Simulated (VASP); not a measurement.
Here is a VASP 6.6.1 calculation.

File INCAR:

```
SYSTEM = MoS2
PREC     = Accurate       ! precision mode
ENCUT    = 520            ! plane-wave cutoff, eV
EDIFF    = 1E-6           ! SCF threshold, eV
ISMEAR   = 0              ! smearing method
SIGMA    = 0.02           ! smearing width, eV
LREAL    = .FALSE.        ! projectors in reciprocal space
LASPH    = .TRUE.         ! aspherical terms in the spheres
NELM     = 80             ! most SCF steps
ALGO     = Normal         ! electronic algorithm
ISIF     = 2              ! what is computed and relaxed
LWAVE    = .FALSE.        ! write WAVECAR
LCHARG   = .FALSE.        ! write CHGCAR
GGA      = PS             ! functional
NBANDS   = 64             ! bands
```

File KPOINTS:

```
Automatic mesh
0
G
  12 12 1
  0 0 0
```

The input POSCAR:

```
MoS2
1.0
    3.1409198279      0.0000000000      0.0000000000
   -1.5704599139      2.7201163622      0.0000000000
    0.0000000000      0.0000000000     34.0710877164
Mo S
4 8
Direct
    0.6666666667      0.3333333333      0.9076677277
    0.6666666667      0.3333333333      0.2770342000
    0.3333333333      0.6666666667      0.7229658000
    0.3333333333      0.6666666667      0.0923322723
    0.3333333333      0.6666666667      0.9534311825
    0.3333333333      0.6666666667      0.3227607105
    0.6666666667      0.3333333333      0.7687341993
    0.6666666667      0.3333333333      0.1380962480
    0.3333333333      0.6666666667      0.8619037520
    0.3333333333      0.6666666667      0.2312658007
    0.6666666667      0.3333333333      0.6772392895
    0.6666666667      0.3333333333      0.0465688175
```

Potentials or basis: VASP PAW PBE potentials, release 64 (Mo_sv, S).

The run is started by

```console
$ cat potpaw_PBE.64/Mo_sv/POTCAR potpaw_PBE.64/S/POTCAR > POTCAR
$ mpirun -np 1 vasp_std > vasp.out
```

Task: Estimate the band gap on the k mesh.

Result: 1.13 eV, indirect (least direct gap 1.76 eV).

Task: What does it give for the largest force?

Result: 0.003 eV/Å.

Forces in eV/Å, atoms in the order of the input:
```
Mo   0.000  0.000  0.000
Mo   0.000  0.000  0.001
Mo   0.000  0.000 -0.001
Mo   0.000  0.000  0.000
S    0.000  0.000  0.001
S    0.000  0.000  0.003
S    0.000  0.000  0.003
S    0.000  0.000  0.002
S    0.000  0.000 -0.002
S    0.000  0.000 -0.003
S    0.000  0.000 -0.003
S    0.000  0.000 -0.001
```

Caveat: the PAW data sets were made with another functional, which shifts forces and pressure a little.
